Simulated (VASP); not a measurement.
GaP: single point with PBE

**What was measured.**

“Stacking defects in GaP nanowires: Electronic structure and optical properties”, 2018, arxiv:1810.01194 quotes, for a bulk crystal of GaP at 10 K: band gap 2.34 eV (indirect).

The system is GaP.

```
Ga P
1.0
     0.00000    2.76944    2.76944
     2.76944    0.00000    2.76944
     2.76944    2.76944    0.00000
Ga P
1 1
Cartesian
  0.0000 0.0000 0.0000
  1.3847 1.3847 1.3847
```

* Program: VASP 6.6.1
* Task: single point
* Functional: PBE
* Potentials or basis: VASP PAW PBE potentials, release 64 (Ga_d, P)
* Cutoff: 500 eV
* k mesh: 6 × 6 × 6
* Occupations: gaussian, width 0.1 eV
* Spin: no spin polarisation
* Dipole correction: no
* Further INCAR settings: ALGO = Normal; EDIFF = 1e-06; NBANDS = 16

| Property | Result |
| --- | --- |
| Pressure | -1.4 GPa |
| Band gap on the k mesh | 1.43 eV, direct |

Levels at points of the mesh, in eV from the valence-band top:
```tsv
k point	band 5	band 6	band 7	band 8	band 9	band 10	band 11	band 12	band 13	band 14
(0.00, 0.00, 0.00)	-14.40	-12.14	0.00	0.00	0.00	1.43	3.89	3.89	3.89	8.60
(0.50, 0.00, 0.00)	-14.39	-10.23	-6.37	-1.05	-1.05	1.52	4.73	4.73	8.18	10.55
(0.50, 0.50, 0.00)	-14.38	-9.39	-6.54	-2.52	-2.52	1.75	1.86	10.23	10.23	10.77
```

It took 30 s on 1 thread of Intel Xeon 8259CL, on a shared host, peak memory 0.16 GiB.

Measured gap of GaP: 2.34 eV (indirect; 10 K; quoted in “Stacking defects in GaP nanowires: Electronic structure and optical properties”, 2018, arxiv:1810.01194). This calculation gives 1.43 eV (-0.91 eV). Spin-orbit coupling on Ga is left out. The value is that of PBE on a finite k mesh, which can miss the band edges, without temperature or zero-point motion. Semilocal functionals fall short of measured gaps as a rule.
